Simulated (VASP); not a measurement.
# WC (Fm-3m) in VASP: further runs

Aim: see how the results for WC move with the level of theory and the settings. Levels: LDA, BLYP. Tasks: single point.

All numbers are computed with VASP 6.6.1; they aren't measurements. Logs are shortened: lines on timing, memory, paths and dates and some standing lists are left out, and cuts for length are marked.

## (1) The cell of the first run

Symmetry: Fm-3m, No. 225, cubic system. Conventional cell: a = 4.322 Å, b = 4.322 Å, c = 4.322 Å, α = 90.00°, β = 90.00°, γ = 90.00°. W (site symmetry m-3m) has 6 C at 2.16 Å within 2.9 Å. Within 2.9 Å of C (site symmetry m-3m) lie 6 W at 2.16 Å.

## (2) Single point, LDA

Input file INCAR:

```
SYSTEM = WC
ALGO = Normal
EDIFF = 1E-6
ENCUT = 1300
GGA = CA
GGA_COMPAT = .False.
ISIF = 2
ISMEAR = -1
LASPH = .True.
LCHARG = .False.
LREAL = .False.
LWAVE = .False.
NBANDS = 16
NELM = 120
PREC = Accurate
SIGMA = 0.05
```

Input file KPOINTS:

```
k-points
0
Gamma
  10 10 10
  0 0 0
```

Input file POSCAR:

```
WC
1.0
    0.0000000000      2.1609774367      2.1609774367
    2.1609774367      0.0000000000      2.1609774367
    2.1609774367      2.1609774367      0.0000000000
W C
1 1
Direct
    0.0000000000      0.0000000000      0.0000000000
    0.5000000000      0.5000000000      0.5000000000
```

Potentials or basis: VASP PAW LDA potentials, release 64 (W_sv, C_h).

Run with:

```bash
cat potpaw_LDA.64/W_sv/POTCAR potpaw_LDA.64/C_h/POTCAR > POTCAR
mpirun -np 1 vasp_std > vasp.out
```

OUTCAR:

```text
SYSTEM = WC
   EDIFF = 1E-6
   ENCUT = 1300
   GGA = CA
   ISIF = 2
   ISMEAR = -1
   LASPH = .True.
   LREAL = .False.
   NELM = 120
   PREC = Accurate

 ion  position               nearest neighbor table
   1  0.000  0.000  0.000-   2 2.16   2 2.16   2 2.16   2 2.16   2 2.16   2 2.16
   2  0.500  0.500  0.500-   1 2.16   1 2.16   1 2.16   1 2.16   1 2.16   1 2.16

  LATTYP: Found a face centered cubic cell.
 ALAT       =     4.3219548734

  Lattice vectors:

 A1 = (   0.0000000000,   2.1609774367,   2.1609774367)
 A2 = (   2.1609774367,   0.0000000000,   2.1609774367)
 A3 = (   2.1609774367,   2.1609774367,   0.0000000000)

Analysis of symmetry for initial positions (statically):
=====================================================================
 Subroutine PRICEL returns:
 Original cell was already a primitive cell.

 Routine SETGRP: Setting up the symmetry group for a
 face centered cubic supercell.

 Subroutine GETGRP returns: Found 48 space group operations
 (whereof 48 operations were pure point group operations)
 out of a pool of 48 trial point group operations.

The static configuration has the point symmetry O_h .

Analysis of symmetry for dynamics (positions and initial velocities):
=====================================================================
 Subroutine PRICEL returns:
 Original cell was already a primitive cell.

 Routine SETGRP: Setting up the symmetry group for a
 face centered cubic supercell.

 Subroutine GETGRP returns: Found 48 space group operations
 (whereof 48 operations were pure point group operations)
 out of a pool of 48 trial point group operations.

The dynamic configuration has the point symmetry O_h .

 Subroutine INISYM returns: Found 48 space group operations
 (whereof 48 operations are pure point group operations),
 and found     1 'primitive' translations

----------------------------------------------------------------------------------------

                                     Primitive cell

  volume of cell :      20.1828

  direct lattice vectors                    reciprocal lattice vectors
     0.000000000  2.160977437  2.160977437    -0.231376780  0.231376780  0.231376780
     2.160977437  0.000000000  2.160977437     0.231376780 -0.231376780  0.231376780
     2.160977437  2.160977437  0.000000000     0.231376780  0.231376780 -0.231376780

  length of vectors
     3.056083599  3.056083599  3.056083599     0.400756338  0.400756338  0.400756338

[... 79 lines left out ...]
   NELM   =    120;   NELMIN=  2; NELMDL= -5     # of ELM steps
   EDIFF  = 0.1E-05   stopping-criterion for ELM
   LREAL  =      F    real-space projection
   EDIFFG = 0.1E-04   stopping-criterion for IOM
   NSW    =      0    number of steps for IOM
   IBRION =     -1    ionic relax: 0-MD 1-quasi-New 2-CG
   NFREE  =      0    steps in history (QN), initial steepest desc. (CG)
   ISIF   =      2    stress and relaxation
   ISYM   =      2    0-nonsym 1-usesym 2-fastsym
   POTIM  = 0.5000    time-step for ionic-motion
   TEBEG  =    0.0;   TEEND  =   0.0 temperature during run
   PSTRESS=    0.0 pullay stress
   NELECT =      18.0000    total number of electrons
   NUPDOWN=      -1.0000    fix difference up-down
   EMIN   =  10.00;   EMAX   =-10.00  energy-range for DOS
   EFERMI =   0.00;   METHOD = LEGACY
   ISMEAR =    -1;   SIGMA  =   0.05  broadening in eV -4-tet -1-fermi 0-gaus
   EFERMI_NEDOS =   21; number of points for ismear=-14 and -15
   IALGO  =     38    algorithm
   IMIX   =      4    mixing-type and parameters
     AMIX     =   0.40;   BMIX     =  1.00
     AMIX_MAG =   1.60;   BMIX_MAG =  1.00
  volume/ion in A,a.u.               =      10.09        68.10
  Fermi-wavevector in a.u.,A,eV,Ry     =   1.575816  2.977860 33.785923  2.483195
  Thomas-Fermi vector in A             =   2.676743
   LORBIT       =      0    0 simple, 1 ext, 2 COOP (PROOUT), +10 PAW based schemes
   GGA     = CA    functional components
   LHFCALC =     F    Hartree Fock is set to
   AEXX    =    0.0000 exact exchange contribution
   IVDW    =     0    specifies the selected vdW correction
   LEPSILON=     F    determine dielectric tensor
   LRPA    =     F    only Hartree local field effects (RPA)
 non-spin polarized calculation
  energy-cutoff  :     1300.00
  volume of cell :       20.18
 maximum number of plane-waves:      2172
   NGX = 17   NGY = 17   NGZ = 17

 number of electron      18.0000000 magnetization

 Free energy of the ion-electron system (eV)
  ---------------------------------------------------
  ext. energy  EPLUGINS =         0.00000000
  ---------------------------------------------------
  free energy    TOTEN  =       -23.83347490 eV

  energy without entropy =      -23.82741045  energy(sigma->0) =      -23.83044268

 E-fermi :  13.3376     XC(G=0): -14.1781

 val. band max:       13.2413615921   @ k =   0.3000   0.2000   0.1000
 cond. band min:      13.3628496278   @ k =  -0.1000   0.1000   0.0000
 fundamental gap:      0.1214880357
 Fermi energy:        13.3376366181

 k-point     1 :       0.0000    0.0000    0.0000
  band No.  band energies     occupation
      1     -61.6397      2.00000
      2     -25.8870      2.00000
      3     -25.8870      2.00000
      4     -25.8870      2.00000
      5      -2.7076      2.00000
      6      10.3675      2.00000
[... 433 lines left out ...]
      3     -26.0993      2.00000
      4     -26.0778      2.00000
      5      -0.1737      2.00000
      6       6.0645      2.00000
[... 8 lines left out ...]
     15      25.3789      0.00000
     16      29.2119      0.00000

 [... further k-points ...]

------------------------ aborting loop because EDIFF is reached ----------------------------------------

  FORCE on cell =-STRESS in cart. coord.  units (eV):
  Direction    XX          YY          ZZ          XY          YZ          ZX
  --------------------------------------------------------------------------------------
  -------------------------------------------------------------------------------------
  Total        0.2979577      0.2979577      0.2979577      0.0000000     -0.0000000      0.0000000
  in kB       23.6529051     23.6529051     23.6529051      0.0000000     -0.0000000      0.0000000
  external PRESSURE =      23.6529051 kB  Pullay stress =       0.0000000 kB

 VOLUME and BASIS-vectors are now :
 -----------------------------------------------------------------------------
  energy-cutoff  :     1300.00
  volume of cell :       20.18
      direct lattice vectors                 reciprocal lattice vectors
     0.000000000  2.160977437  2.160977437    -0.231376780  0.231376780  0.231376780
     2.160977437  0.000000000  2.160977437     0.231376780 -0.231376780  0.231376780
     2.160977437  2.160977437  0.000000000     0.231376780  0.231376780 -0.231376780

 POSITION                                       TOTAL-FORCE (eV/Angst)
 -----------------------------------------------------------------------------------
      0.00000      0.00000      0.00000         0.000000      0.000000      0.000000
      2.16098      2.16098      2.16098        -0.000000     -0.000000      0.000000
 -----------------------------------------------------------------------------------
    total drift:                               -0.000000      0.000000      0.000000

  FREE ENERGIE OF THE ION-ELECTRON SYSTEM (eV)
  ---------------------------------------------------
  free  energy   TOTEN  =       -23.8334749030 eV

  energy  without entropy=      -23.8274104472  energy(sigma->0) =      -23.83044268
```

OSZICAR:

```text
N       E                     dE             d eps       ncg     rms          rms(c)
DAV:   1     0.169820905760E+03    0.16982E+03   -0.16354E+04  1504   0.244E+03
DAV:   2    -0.205200083677E+02   -0.19034E+03   -0.18275E+03  1784   0.502E+02
DAV:   3    -0.272719229437E+02   -0.67519E+01   -0.66636E+01  1688   0.767E+01
DAV:   4    -0.273251047233E+02   -0.53182E-01   -0.53174E-01  1832   0.758E+00
DAV:   5    -0.273254010481E+02   -0.29632E-03   -0.29632E-03  1776   0.593E-01    0.336E+01
DAV:   6    -0.239533055426E+02    0.33721E+01   -0.83088E+00  2128   0.277E+01    0.892E+00
DAV:   7    -0.238677923782E+02    0.85513E-01   -0.50570E-01  1528   0.621E+00    0.698E+00
DAV:   8    -0.238353129213E+02    0.32479E-01   -0.84438E-02  1760   0.242E+00    0.140E+00
DAV:   9    -0.238335862236E+02    0.17267E-02   -0.30292E-03  1664   0.485E-01    0.104E-01
DAV:  10    -0.238334736753E+02    0.11255E-03   -0.37704E-04  1832   0.220E-01    0.325E-02
DAV:  11    -0.238334748801E+02   -0.12048E-05   -0.12338E-05  1664   0.330E-02    0.549E-03
DAV:  12    -0.238334749030E+02   -0.22981E-07   -0.85005E-07  1144   0.874E-03
   1 F= -.23833475E+02 E0= -.23830443E+02  d E =-.606446E-02
```

stdout:

```text
POSCAR found type information on POSCAR W C
 POSCAR found :  2 types and       2 ions
 scaLAPACK will be used
 LDA part: xc-table for (Slater(with rela. corr.)+CA(PZ))
 , standard interpolation
 POSCAR, INCAR and KPOINTS ok, starting setup
 FFT: planning ... GRIDC
 FFT: planning ... GRID_SOFT
 FFT: planning ... GRID
 WAVECAR not read
 entering main loop
```

Run time: 28 s. Hardware: 1 thread of AMD EPYC 9R45 (Zen 5), shared host; peak memory 0.19 GiB.

Results:

```yaml
Free_energy: -23.8335 eV
Pressure: 2.4 GPa
Band_gap_on_the_k_mesh: zero (bands 9 and 10 overlap by 3.38 eV)
```

Caveat: spin-orbit coupling is left out, which moves the levels of the heavy elements.

## (3) Single point, BLYP

This run uses another cell than the first one, of 10.54 Å³/atom.

Input file INCAR:

```
SYSTEM = WC
PREC     = Accurate       ! precision mode
ENCUT    = 1300           ! plane-wave cutoff, eV
EDIFF    = 1E-6           ! SCF threshold, eV
ISMEAR   = -1             ! smearing method
SIGMA    = 0.05           ! smearing width, eV
LREAL    = .False.        ! projectors in reciprocal space
LASPH    = .True.         ! aspherical terms in the spheres
NELM     = 120            ! most SCF steps
ALGO     = Normal         ! electronic algorithm
ISIF     = 2              ! what is computed and relaxed
LWAVE    = .False.        ! write WAVECAR
LCHARG   = .False.        ! write CHGCAR
GGA      = B5             ! functional
ALDAX    = 1.0          
AGGAX    = 1.0          
AGGAC    = 1.0          
ALDAC    = 0.0          
NBANDS   = 16             ! bands
GGA_COMPAT= .False.
```

Input file KPOINTS:

```
regular mesh
0
Gamma
  10 10 10
  0 0 0
```

Input file POSCAR:

```
WC
1.0
    0.0000000000      2.1926840000      2.1926840000
    2.1926840000      0.0000000000      2.1926840000
    2.1926840000      2.1926840000      0.0000000000
W C
1 1
Direct
    0.0000000000      0.0000000000      0.0000000000
    0.5000000000      0.5000000000      0.5000000000
```

Potentials or basis: VASP PAW PBE potentials, release 64 (W_sv, C_h).

Run with:

```bash
cat potpaw_PBE.64/W_sv/POTCAR potpaw_PBE.64/C_h/POTCAR > POTCAR
mpirun -np 1 vasp_std > vasp.out
```

Wall time 49 s (1 thread of Intel Xeon Platinum 8488C (Sapphire Rapids), shared host); peak memory 0.25 GiB.

It converged, with:

```
Free energy            : -19.1442 eV
Pressure               : 13.8 GPa
Band gap on the k mesh : zero (bands 9 and 10 overlap by 3.10 eV)
```

Levels at points of the mesh, in eV from the Fermi level:
| k point | band 6 | band 7 | band 8 | band 9 | band 10 | band 11 | band 12 | band 13 |
| --- | --- | --- | --- | --- | --- | --- | --- | --- |
| (0.00, 0.00, 0.00) | -2.74 | -2.74 | -2.74 | -1.13 | -1.13 | -1.13 | -0.98 | -0.98 |
| (0.50, 0.00, 0.00) | -9.63 | -6.59 | -6.59 | 0.95 | 0.95 | 2.25 | 5.31 | 8.61 |
| (0.50, 0.50, 0.00) | -5.64 | -5.40 | -2.48 | -2.48 | 0.79 | 2.15 | 2.15 | 5.44 |

Caveat: the cell stands under pressure; the PAW data sets were made with another functional, which shifts forces and pressure a little; spin-orbit coupling is left out, which moves the levels of the heavy elements.

## (4) Single point, LDA

This run uses another cell than the first one, of 10.96 Å³/atom.

Input file INCAR:

```
SYSTEM = WC
PREC = Accurate ; ENCUT = 1300
EDIFF = 1E-6 ; ISMEAR = -1
SIGMA = 0.05 ; LREAL = .False.
LASPH = .True. ; NELM = 120
ALGO = Normal ; ISIF = 2
LWAVE = .False. ; LCHARG = .False.
NBANDS = 16 ; GGA_COMPAT = .False.
```

KPOINTS is that of step 3.

Input file POSCAR:

```
WC
1.0
    0.0000000000      2.2215384142      2.2215384142
    2.2215384142      0.0000000000      2.2215384142
    2.2215384142      2.2215384142      0.0000000000
W C
1 1
Direct
    0.0000000000      0.0000000000      0.0000000000
    0.5000000000      0.5000000000      0.5000000000
```

Potentials or basis: VASP PAW LDA potentials, release 64 (W_sv, C_h).

Run with:

```bash
cat potpaw_LDA.64/W_sv/POTCAR potpaw_LDA.64/C_h/POTCAR > POTCAR
mpirun -np 1 vasp_std > vasp.out
```

Run time: 69 s. Hardware: 1 thread of AMD EPYC 7R43 (Zen 3), shared host; peak memory 0.21 GiB.

Results (log left out):

| Property | Result |
| --- | --- |
| Free energy | -23.6919 eV |
| Pressure | -26.4 GPa |
| Band gap on the k mesh | zero (bands 9 and 10 overlap by 2.97 eV) |

Levels at points of the mesh, in eV from the Fermi level:
```
           k point  band 6  band 7  band 8  band 9  band 10  band 11  band 12  band 13
(0.00, 0.00, 0.00)   -2.65   -2.65   -2.65   -0.98    -0.98    -0.98    -0.98    -0.98
(0.50, 0.00, 0.00)   -9.43   -6.31   -6.31    0.91     0.91     2.13     4.94     8.30
(0.50, 0.50, 0.00)   -5.49   -5.41   -2.40   -2.40     0.73     2.06     2.06     5.04
```

Caveat: the cell stands under tension; spin-orbit coupling is left out, which moves the levels of the heavy elements.

## (5) The runs side by side

| level | potentials or basis | cell | gap on the mesh (eV) | pressure (GPa) |
| --- | --- | --- | --- | --- |
| LDA | VASP PAW LDA potentials, release 64 (W_sv, C_h) | a = 3.056 Å, angles 60.0°, 2 atoms | none | 2.4 |
| BLYP | VASP PAW PBE potentials, release 64 (W_sv, C_h) | a = 3.101 Å, angles 60.0°, 2 atoms | none | 13.8 |
| LDA | VASP PAW LDA potentials, release 64 (W_sv, C_h) | a = 3.142 Å, angles 60.0°, 2 atoms | none | -26.4 |

Alike in all rows: task single point; no spin polarisation; k mesh 10 × 10 × 10; cutoff (eV) 1300; smearing fermi-dirac 0.05 eV.

Caveats: spin-orbit coupling is left out, which moves the levels of the heavy elements; the cell stands under pressure (at least some runs); the PAW data sets were made with another functional, which shifts forces and pressure a little (at least some runs); the cell stands under tension (at least some runs).

Total energies depend on the potentials used, so only differences within one code and one set of settings carry meaning.

The gap in the log of VASP goes by the Fermi energy; the results here count the filled bands.